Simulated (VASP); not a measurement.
Write the native input for VASP 6.6.1 that does the following.

| Property | Result |
| --- | --- |
| Task | relaxation of cell and atoms |
| Functional | r2SCAN |
| Potentials or basis | VASP PAW PBE potentials, release 64 (Au) |
| Cutoff | 600 eV |
| k mesh | 24 × 24 × 24 |
| Occupations | gaussian, width 0.1 eV |
| Spin | no spin polarisation |
| Dipole correction | no |
| Further INCAR settings | ALGO = Normal; EDIFF = 1e-07; IBRION = 2; EDIFFG = -0.01; NSW = 100; ISIF = 3 |

Au:

```
Au
1.0
    -1.64089    1.64089    1.64089
     1.64089   -1.64089    1.64089
     1.64089    1.64089   -1.64089
Au
1
Direct
  0.00000 0.00000 0.00000
```

This isn't the form of Au at room conditions, which is fcc.

The input as run:

POSCAR

```
Au
1.0
   -1.6408884277      1.6408884277      1.6408884277
    1.6408884277     -1.6408884277      1.6408884277
    1.6408884277      1.6408884277     -1.6408884277
Au
1
Direct
    0.0000000000      0.0000000000      0.0000000000
```

INCAR.step1

```
SYSTEM = Au
PREC     = Accurate       ! precision mode
ENCUT    = 600            ! plane-wave cutoff, eV
ISMEAR   = 0              ! smearing method
SIGMA    = 0.1            ! smearing width, eV
LREAL    = .FALSE.        ! projectors in reciprocal space
LASPH    = .TRUE.         ! aspherical terms in the spheres
NELM     = 80             ! most SCF steps
GGA      = PE             ! functional
ALGO     = Normal         ! electronic algorithm
EDIFF    = 1E-4           ! SCF threshold, eV
LWAVE    = .TRUE.         ! write WAVECAR
LCHARG   = .FALSE.        ! write CHGCAR
```

INCAR.step2

```
SYSTEM = Au
PREC     = Accurate       ! precision mode
ENCUT    = 600            ! plane-wave cutoff, eV
EDIFF    = 1E-7           ! SCF threshold, eV
ISMEAR   = 0              ! smearing method
SIGMA    = 0.1            ! smearing width, eV
LREAL    = .FALSE.        ! projectors in reciprocal space
LASPH    = .TRUE.         ! aspherical terms in the spheres
NELM     = 80             ! most SCF steps
ALGO     = Normal         ! electronic algorithm
ISIF     = 3              ! what is computed and relaxed
LWAVE    = .FALSE.        ! write WAVECAR
LCHARG   = .FALSE.        ! write CHGCAR
METAGGA  = R2SCAN         ! meta-GGA
LMIXTAU  = .TRUE.       
IBRION   = 2              ! ionic algorithm
NSW      = 100            ! ionic steps
EDIFFG   = -0.01          ! ionic threshold
ISTART   = 1
```

KPOINTS

```
regular mesh
0
G
  24 24 24
  0 0 0
```

Potentials or basis: VASP PAW PBE potentials, release 64 (Au).

The run is started by

```sh
$ cat potpaw_PBE.64/Au/POTCAR > POTCAR
$ cp INCAR.step1 INCAR
$ mpirun -np 1 vasp_std > vasp.out
$ cp INCAR.step2 INCAR
$ mpirun -np 1 vasp_std > vasp.out
```

Results of the run:

| Quantity | Value |
| --- | --- |
| Relaxed volume | 17.63 Å³/atom |
| Relaxed cell | a = 2.840 Å, b = 2.840 Å, c = 2.840 Å, α = 109.47°, β = 109.47°, γ = 109.47° |
| Space group after relaxing (to 0.1 Å) | Im-3m (No. 229) |
| Energy gained by relaxing | 0.0 meV/atom |
| Ionic steps | 3 |
| Pressure after relaxing | 0.0 GPa |
| Band gap on the k mesh | zero (an odd number of electrons rules out a gap without spin polarisation) |

Caveat: the PAW data sets were made with another functional, which shifts forces and pressure a little; spin-orbit coupling is left out, which moves the levels of the heavy elements.

Run time: 11 min on 1 thread of Intel Xeon 8259CL (shared host), peak memory 0.23 GiB.
